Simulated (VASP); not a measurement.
# Cs (Im-3m) in VASP: notebook

The runs below take Cs through relaxation of cell and atoms, single point, with PBEsol+D3(BJ).

Program: VASP 6.6.1. These are calculated values, not measurements. Logs are shortened: lines on timing, memory, paths and dates and some standing lists are left out, and cuts for length are marked.

## (1) The cell of the first run

It takes space group Im-3m (No. 229, cubic). The conventional cell has a = 6.257 Å, b = 6.257 Å, c = 6.257 Å, α = 90.00°, β = 90.00°, γ = 90.00°.

## (2) Relaxation of cell and atoms, PBEsol+D3(BJ)

Contents of INCAR:

```
  ALGO = Normal
  EDIFF = 1E-6
  EDIFFG = -0.01
  ENCUT = 600
  GGA = PS
  IBRION = 2
  ISIF = 3
  ISMEAR = -1
  IVDW = 12
  LASPH = True
  LCHARG = False
  LREAL = False
  LWAVE = False
  NELM = 100
  NSW = 60
  PREC = Accurate
  SIGMA = 0.05
```

Contents of KPOINTS:

```
k-points
0
Gamma
  6 6 6
```

Contents of POSCAR:

```
Cs
1.0
   -3.1284650614      3.1284650614      3.1284650614
    3.1284650614     -3.1284650614      3.1284650614
    3.1284650614      3.1284650614     -3.1284650614
Cs
1
Direct
    0.0000000000      0.0000000000      0.0000000000
```

Potentials or basis: VASP PAW PBE potentials, release 64 (Cs_sv).

On the command line:

```bash
$ cat potpaw_PBE.64/Cs_sv/POTCAR > POTCAR
$ mpirun -np 1 vasp_std > vasp.out
```

OUTCAR:

```text
EDIFF = 1E-6
   EDIFFG = -0.01
   ENCUT = 600
   GGA = PS
   IBRION = 2
   ISIF = 3
   ISMEAR = -1
   IVDW = 12
   LASPH = True
   LREAL = False
   NELM = 100
   NSW = 60
   PREC = Accurate
 IVDW          = 12

 ion  position               nearest neighbor table
   1  0.000  0.000  0.000-

  LATTYP: Found a body centered cubic cell.
 ALAT       =     6.2569301228

  Lattice vectors:

 A1 = (  -3.1284650614,   3.1284650614,   3.1284650614)
 A2 = (   3.1284650614,  -3.1284650614,   3.1284650614)
 A3 = (   3.1284650614,   3.1284650614,  -3.1284650614)

Analysis of symmetry for initial positions (statically):
=====================================================================
 Subroutine PRICEL returns:
 Original cell was already a primitive cell.

 Routine SETGRP: Setting up the symmetry group for a
 body centered cubic supercell.

 Subroutine GETGRP returns: Found 48 space group operations
 (whereof 48 operations were pure point group operations)
 out of a pool of 48 trial point group operations.

The static configuration has the point symmetry O_h .

Analysis of symmetry for dynamics (positions and initial velocities):
=====================================================================
 Subroutine PRICEL returns:
 Original cell was already a primitive cell.

 Routine SETGRP: Setting up the symmetry group for a
 body centered cubic supercell.

 Subroutine GETGRP returns: Found 48 space group operations
 (whereof 48 operations were pure point group operations)
 out of a pool of 48 trial point group operations.

The dynamic configuration has the point symmetry O_h .

 Subroutine INISYM returns: Found 48 space group operations
 (whereof 48 operations are pure point group operations),
 and found     1 'primitive' translations

----------------------------------------------------------------------------------------

                                     Primitive cell

  volume of cell :     122.4768

  direct lattice vectors                    reciprocal lattice vectors
    -3.128465061  3.128465061  3.128465061     0.000000000  0.159822785  0.159822785
     3.128465061 -3.128465061  3.128465061     0.159822785  0.000000000  0.159822785
     3.128465061  3.128465061 -3.128465061     0.159822785  0.159822785  0.000000000

  length of vectors
     5.418660436  5.418660436  5.418660436     0.226023551  0.226023551  0.226023551

  position of ions in fractional coordinates (direct lattice)
     0.000000000  0.000000000  0.000000000

  ion indices of the primitive-cell ions
   primitive index   ion index
                 1           1

----------------------------------------------------------------------------------------

 KPOINTS: k-points

Automatic generation of k-mesh.
 Grid dimensions read from file:
 generate k-points for:    6    6    6

 Generating k-lattice:

  Cartesian coordinates                     Fractional coordinates (reciprocal lattice)
     0.000000000  0.026637131  0.026637131     0.166666667  0.000000000  0.000000000
     0.026637131  0.000000000  0.026637131     0.000000000  0.166666667  0.000000000
     0.026637131  0.026637131  0.000000000     0.000000000  0.000000000  0.166666667

  Length of vectors
     0.037670592  0.037670592  0.037670592

  Shift w.r.t. Gamma in fractional coordinates (k-lattice)
     0.000000000  0.000000000  0.000000000

 Subroutine IBZKPT returns following result:
 ===========================================

 Found     16 irreducible k-points:

 Following reciprocal coordinates:
            Coordinates               Weight
  0.000000  0.000000  0.000000      1.000000
  0.166667  0.000000  0.000000     12.000000
  0.333333  0.000000  0.000000     12.000000
  0.500000  0.000000  0.000000      6.000000
  0.166667  0.166667  0.000000     24.000000
  0.333333  0.166667  0.000000     48.000000
[... 8 lines left out ...]
  0.500000  0.500000  0.333333     12.000000
  0.500000  0.500000  0.500000      1.000000
   k-points           NKPTS =     16   k-points in BZ     NKDIM =     16   number of bands    NBANDS=      8
   number of dos      NEDOS =    301   number of ions     NIONS =      1
   total plane-waves  NPLWV = 110592
   dimension x,y,z NGX =    48 NGY =   48 NGZ =   48
   dimension x,y,z NGXF=    96 NGYF=   96 NGZF=   96
   ions per type =               1
   NGX,Y,Z   is equivalent  to a cutoff of  14.73, 14.73, 14.73 a.u.
   NGXF,Y,Z  is equivalent  to a cutoff of  29.45, 29.45, 29.45 a.u.
 SYSTEM =  unknown system
   PREC   = accura    normal or accurate (medium, high low for compatibility)
   ISTART =      0    job   : 0-new  1-cont  2-samecut
   ICHARG =      2    charge: 1-file 2-atom 10-const
   ISPIN  =      1    spin polarized calculation?
   LNONCOLLINEAR =      F non collinear calculations
   LSORBIT =      F    spin-orbit coupling
   LASPH  =      T    aspherical Exc in radial PAW
   ENCUT  =  600.0 eV  44.10 Ry    6.64 a.u.  10.82 10.82 10.82*2*pi/ulx,y,z
   NELM   =    100;   NELMIN=  2; NELMDL= -5     # of ELM steps
   EDIFF  = 0.1E-05   stopping-criterion for ELM
   LREAL  =      F    real-space projection
   EDIFFG = -.1E-01   stopping-criterion for IOM
   NSW    =     60    number of steps for IOM
   IBRION =      2    ionic relax: 0-MD 1-quasi-New 2-CG
   NFREE  =      1    steps in history (QN), initial steepest desc. (CG)
   ISIF   =      3    stress and relaxation
   ISYM   =      2    0-nonsym 1-usesym 2-fastsym
   POTIM  = 0.5000    time-step for ionic-motion
   TEBEG  =    0.0;   TEEND  =   0.0 temperature during run
   PSTRESS=    0.0 pullay stress
   NELECT =       9.0000    total number of electrons
   NUPDOWN=      -1.0000    fix difference up-down
   EMIN   =  10.00;   EMAX   =-10.00  energy-range for DOS
   EFERMI =   0.00;   METHOD = LEGACY
   ISMEAR =    -1;   SIGMA  =   0.05  broadening in eV -4-tet -1-fermi 0-gaus
   EFERMI_NEDOS =   21; number of points for ismear=-14 and -15
   IALGO  =     38    algorithm
   IMIX   =      4    mixing-type and parameters
     AMIX     =   0.40;   BMIX     =  1.00
     AMIX_MAG =   1.60;   BMIX_MAG =  1.00
  volume/ion in A,a.u.               =     122.48       826.51
  Fermi-wavevector in a.u.,A,eV,Ry     =   0.685706  1.295796  6.397353  0.470192
  Thomas-Fermi vector in A             =   1.765724
   LORBIT       =      0    0 simple, 1 ext, 2 COOP (PROOUT), +10 PAW based schemes
   GGA     = PS    functional components
   LHFCALC =     F    Hartree Fock is set to
   AEXX    =    0.0000 exact exchange contribution
   IVDW    =    12    specifies the selected vdW correction
   LEPSILON=     F    determine dielectric tensor
   LRPA    =     F    only Hartree local field effects (RPA)
 conjugate gradient relaxation of ions
 non-spin polarized calculation
  energy-cutoff  :      600.00
  volume of cell :      122.48
 maximum number of plane-waves:      4124
 NGX is ok and might be reduce to    48
   NGX = 21   NGY = 21   NGZ = 21

--------------------------------------- Ionic step        1  -------------------------------------------

 number of electron       9.0000000 magnetization

 Free energy of the ion-electron system (eV)
  ---------------------------------------------------
  ext. energy  EPLUGINS =         0.00000000
  ---------------------------------------------------
  free energy    TOTEN  =        -0.92966768 eV

  energy without entropy =       -0.91168171  energy(sigma->0) =       -0.92067469

------------------------ aborting loop because EDIFF is reached ----------------------------------------

 Edisp (eV)   -0.10632

 E8    (eV) :    -0.0850

  FORCE on cell =-STRESS in cart. coord.  units (eV):
  Direction    XX          YY          ZZ          XY          YZ          ZX
  --------------------------------------------------------------------------------------
  -------------------------------------------------------------------------------------
  Total      -0.25165    -0.25165    -0.25165    -0.00000     0.00000     0.00000
  in kB      -3.29200    -3.29200    -3.29200    -0.00000     0.00000     0.00000
  external pressure =       -3.29 kB  Pullay stress =        0.00 kB

 VOLUME and BASIS-vectors are now :
 -----------------------------------------------------------------------------
  energy-cutoff  :      600.00
  volume of cell :      122.48
      direct lattice vectors                 reciprocal lattice vectors
    -3.128465061  3.128465061  3.128465061     0.000000000  0.159822785  0.159822785
     3.128465061 -3.128465061  3.128465061     0.159822785  0.000000000  0.159822785
     3.128465061  3.128465061 -3.128465061     0.159822785  0.159822785  0.000000000

 POSITION                                       TOTAL-FORCE (eV/Angst)
 -----------------------------------------------------------------------------------
      0.00000      0.00000      0.00000         0.000000      0.000000      0.000000
 -----------------------------------------------------------------------------------
    total drift:                                0.000000      0.000000      0.000000

  FREE ENERGIE OF THE ION-ELECTRON SYSTEM (eV)
  ---------------------------------------------------
  free  energy   TOTEN  =        -1.0359860897 eV
[... 99 lines left out ...]
 VOLUME and BASIS-vectors are now :
 -----------------------------------------------------------------------------
  energy-cutoff  :      600.00
  volume of cell :       84.14
      direct lattice vectors                 reciprocal lattice vectors
    -2.760464969  2.760464969  2.760464969     0.000000000  0.181128906  0.181128906
     2.760464969 -2.760464969  2.760464969     0.181128906  0.000000000  0.181128906
     2.760464969  2.760464969 -2.760464969     0.181128906  0.181128906  0.000000000

 POSITION                                       TOTAL-FORCE (eV/Angst)
 -----------------------------------------------------------------------------------
      0.00000      0.00000      0.00000         0.000000      0.000000      0.000000
 -----------------------------------------------------------------------------------
    total drift:                                0.000000      0.000000      0.000000

  FREE ENERGIE OF THE ION-ELECTRON SYSTEM (eV)
  ---------------------------------------------------
  free  energy   TOTEN  =        -1.0426362515 eV

  energy  without entropy=       -1.0239604286  energy(sigma->0) =       -1.03329834

--------------------------------------- Ionic step        5  -------------------------------------------

 number of electron       8.9999999 magnetization

 Free energy of the ion-electron system (eV)
  ---------------------------------------------------
  ext. energy  EPLUGINS =         0.00000000
  ---------------------------------------------------
  free energy    TOTEN  =        -0.93364443 eV

  energy without entropy =       -0.91505868  energy(sigma->0) =       -0.92435155

 E-fermi :   0.7343     XC(G=0):  -5.8490

 val. band max:        0.6984968087   @ k =   0.5000   0.0000   0.0000
 cond. band min:       0.7583693419   @ k =   0.3333   0.1667   0.0000
 fundamental gap:      0.0598725332
 Fermi energy:         0.7342529456

 k-point     1 :       0.0000    0.0000    0.0000
  band No.  band energies     occupation
      1     -23.0385      2.00000
      2      -9.7304      2.00000
      3      -9.7304      2.00000
      4      -9.7304      2.00000
      5      -1.0947      2.00000
      6       3.3104      0.00000
      7       3.3104      0.00000
      8       3.3104      0.00000

 k-point     2 :       0.1667    0.0000    0.0000
  band No.  band energies     occupation
      1     -23.0353      2.00000
      2      -9.7878      2.00000
      3      -9.7484      2.00000
      4      -9.7306      2.00000
      5      -0.7493      2.00000
      6       2.9271      0.00000
      7       2.9878      0.00000
      8       3.6690      0.00000

 k-point     3 :       0.3333    0.0000    0.0000
  band No.  band energies     occupation
      1     -23.0288      2.00000
      2      -9.8977      2.00000
      3      -9.7840      2.00000
      4      -9.7311      2.00000
      5       0.0990      1.99999
      6       2.1277      0.00000
      7       2.5331      0.00000
      8       4.2378      0.00000
[... 158 lines left out ...]
 VOLUME and BASIS-vectors are now :
 -----------------------------------------------------------------------------
  energy-cutoff  :      600.00
  volume of cell :      100.17
      direct lattice vectors                 reciprocal lattice vectors
    -2.925663442  2.925663442  2.925663442     0.000000000  0.170901407  0.170901407
     2.925663442 -2.925663442  2.925663442     0.170901407  0.000000000  0.170901407
     2.925663442  2.925663442 -2.925663442     0.170901407  0.170901407  0.000000000

 POSITION                                       TOTAL-FORCE (eV/Angst)
 -----------------------------------------------------------------------------------
      0.00000      0.00000      0.00000        -0.000000     -0.000000      0.000000
 -----------------------------------------------------------------------------------
    total drift:                                0.000000      0.000000      0.000000

  FREE ENERGIE OF THE ION-ELECTRON SYSTEM (eV)
  ---------------------------------------------------
  free  energy   TOTEN  =        -1.0632339564 eV

  energy  without entropy=       -1.0446482123  energy(sigma->0) =       -1.05394108

 reached required accuracy - stopping structural energy minimisation
```

Run time: 2 min. Hardware: 1 thread of Intel Xeon Platinum 8375C at 2.90GHz (Ice Lake), shared host; peak memory 0.33 GiB.

What came out:

```
Free energy                            : -1.0632 eV
Relaxed volume                         : 100.17 Å³/atom
Relaxed cell                           : a = 5.067 Å, b = 5.067 Å, c = 5.067 Å, α = 109.47°, β = 109.47°, γ = 109.47°
Space group after relaxing (to 0.05 Å) : Im-3m (No. 229)
Energy gained by relaxing              : 27.2 meV/atom
Ionic steps                            : 5
Pressure after relaxing                : 0.0 GPa
Dispersion energy per atom             : -0.130 eV
```

Step by step:
```csv
step,energy change (eV),largest force (eV/Å),pressure (GPa),volume (Å³)
1,0.0000,0.0000,-0.33,122.48
2,-0.0085,0.0000,-0.29,118.07
3,-0.0247,0.0000,-0.13,105.91
4,-0.0067,0.0000,0.48,84.14
5,-0.0272,0.0000,-0.01,100.17
```

Final structure:
```xyz
1
Lattice="-2.9257 2.9257 2.9257 2.9257 -2.9257 2.9257 2.9257 2.9257 -2.9257" Properties=species:S:1:pos:R:3 pbc="T T T"
Cs    0.0000    0.0000    0.0000
```

Levels at points of the mesh, in eV from the Fermi level:
| k point | band 1 | band 2 | band 3 | band 4 | band 5 | band 6 | band 7 | band 8 |
| --- | --- | --- | --- | --- | --- | --- | --- | --- |
| (0.00, 0.00, 0.00) | -23.77 | -10.46 | -10.46 | -10.46 | -1.83 | 2.58 | 2.58 | 2.58 |
| (0.50, 0.00, 0.00) | -23.76 | -10.68 | -10.54 | -10.47 | -0.04 | 1.04 | 1.62 | 3.43 |
| (0.50, 0.50, 0.50) | -23.75 | -10.62 | -10.62 | -10.62 | 0.52 | 0.52 | 3.38 | 3.38 |

Caveat: the volume moved by over 15 % at a fixed basis, so the end points are rough; the PAW data sets were made with another functional, which shifts forces and pressure a little; spin-orbit coupling is left out, which moves the levels of the heavy elements; pairwise dispersion overbinds metals, which lowers pressure and volume.

## (3) Single point, PBEsol+D3(BJ)

Contents of INCAR:

```
SYSTEM = Cs
ALGO = Fast
EDIFF = 1E-6
ENCUT = 520
GGA = PS
ISIF = 2
ISMEAR = -5
IVDW = 12
LASPH = .TRUE.
LCHARG = .FALSE.
LREAL = .FALSE.
LWAVE = .FALSE.
NBANDS = 10
NELM = 80
PREC = Accurate
SIGMA = 0.1
```

Contents of KPOINTS:

```
k-points
0
G
  6 6 6
  0 0 0
```

POSCAR is that of step 2.

Potentials or basis: VASP PAW PBE potentials, release 64 (Cs_sv).

On the command line:

```bash
$ cat potpaw_PBE.64/Cs_sv/POTCAR > POTCAR
$ mpirun -np 1 vasp_std > vasp.out
```

It took 14 s on 1 thread of Intel Xeon Platinum 8375C at 2.90GHz (Ice Lake), shared host; peak memory 0.23 GiB.

The run converged. Its results:

| Item | Value |
| --- | --- |
| Free energy | -1.0426 eV |
| Pressure | -0.4 GPa |
| Dispersion energy per atom | -0.106 eV |

Levels at points of the mesh, in eV from the Fermi level:
```
           k point  band 1  band 2  band 3  band 4  band 5  band 6  band 7  band 8  band 9
(0.00, 0.00, 0.00)  -23.90  -10.63  -10.63  -10.63   -1.63    2.44    2.44    2.44    3.27
(0.50, 0.00, 0.00)  -23.90  -10.74  -10.67  -10.63    0.04    0.80    1.64    3.08    3.69
(0.50, 0.50, 0.50)  -23.90  -10.71  -10.71  -10.71    0.69    0.69    2.83    2.83    2.83
```

Caveat: the PAW data sets were made with another functional, which shifts forces and pressure a little; spin-orbit coupling is left out, which moves the levels of the heavy elements; pairwise dispersion overbinds metals, which lowers pressure and volume; tetrahedron occupations give inexact forces and stress in metals.
